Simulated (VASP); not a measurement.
Runs of VASP 6.6.1 on NaI. The structure is that of space group Fm-3m (No. 225), or close to it. The cells are those of the table. 

```tsv
task	cell	gap on the mesh (eV)	pressure (GPa)
single point	a = 4.667 Å, angles 60.0°, 2 atoms	3.20	-2.2
electric field gradients	a = 4.515 Å, angles 60.0°, 2 atoms	(a)	-1.1
electric field gradients	a = 4.623 Å, angles 58.7°, 2 atoms	3.29	-1.6
electric field gradients	a = 4.607 Å, angles 60.0°, 2 atoms	3.29	(b)
```

Alike in all rows: level LDA; potentials or basis VASP PAW LDA potentials, release 64 (Na_pv, I); no spin polarisation; k mesh 8 × 8 × 8; cutoff (eV) 520; smearing fermi-dirac 0.02 eV.

Fill in the values left out.

(a) 3.46; (b) -1.9.

Caveats: spin-orbit coupling is left out, which moves the levels of the heavy elements.

A k mesh can miss the band edges, and the runs leave out spin-orbit coupling on I.
